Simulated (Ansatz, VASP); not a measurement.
## One calculation of ZnS, two programs

The input POSCAR:

```
ZnS
1.0
    0.0000000000      2.4882780000      2.4882780000
    2.4882780000      0.0000000000      2.4882780000
    2.4882780000      2.4882780000      0.0000000000
Zn S
1 1
Direct
    0.0000000000      0.0000000000      0.0000000000
    0.7500000000      0.7500000000      0.7500000000
```

Contents of INCAR.step1:

```
ALGO = Normal
EDIFF = 1E-4
ENCUT = 520
GGA = PE
ISMEAR = 0
LASPH = T
LCHARG = F
LREAL = F
LWAVE = T
NBANDS = 16
NELM = 80
PREC = Accurate
SIGMA = 0.05
```

The input INCAR.step2:

```
ALGO = Normal
EDIFF = 1E-6
ENCUT = 520
ISIF = 2
ISMEAR = 0
ISTART = 1
LASPH = T
LCHARG = F
LMIXTAU = T
LREAL = F
LWAVE = F
METAGGA = R2SCAN
NBANDS = 16
NELM = 80
PREC = Accurate
SIGMA = 0.05
```

Contents of KPOINTS:

```
k-points
0
Gamma
  8 8 8
```

Input for Ansatz:

```yaml
crystal:
  lattice:
    - [0.0, 2.488278, 2.488278]
    - [2.488278, 0.0, 2.488278]
    - [2.488278, 2.488278, 0.0]
  atoms:
    - { symbol: Zn, position: [0.0, 0.0, 0.0] }
    - { symbol: S, position: [0.75, 0.75, 0.75] }
basis:
  ecutwfc: 500
kpoints:
  mp_grid: { grid: [8, 8, 8] }
hamiltonian:
  xc: r2scan
scf:
  occupations: { method: gaussian, width: 0.05 }
output:
  forces: true
  stress: true
  eigenvalues: true
```

Change from the starting cell: strain -0.080 along x and y, -0.080 along z, atoms carried along.

Alike in both runs: task single point; functional r2SCAN; k mesh 8 × 8 × 8; occupations gaussian, width 0.05 eV; no spin polarisation.

|  | VASP | Ansatz |
| --- | --- | --- |
| version | VASP 6.6.1 | Ansatz 0.2.0 |
| potentials or method | VASP PAW PBE potentials, release 64 (Zn, S), cutoff 520 eV | scalar-relativistic, plane waves, PAW |
| valence electrons in the cell | 18 | 18 |

|  | VASP | Ansatz | Ansatz less VASP |
| --- | --- | --- | --- |
| gap on the k mesh at the Fermi level (eV) | 3.06 | 3.05 | -0.006 |
| least direct gap on the mesh (eV) | 3.90 | 3.86 | -0.038 |
| pressure (GPa) | 31.8 | 31.6 | -0.23 |

VASP's potentials were made for PBE, not for r2SCAN. Both programs put the cell under a high pressure, so it lies far from rest at this level. The functional is the same, so the differences come from potentials, cutoffs and numerics.
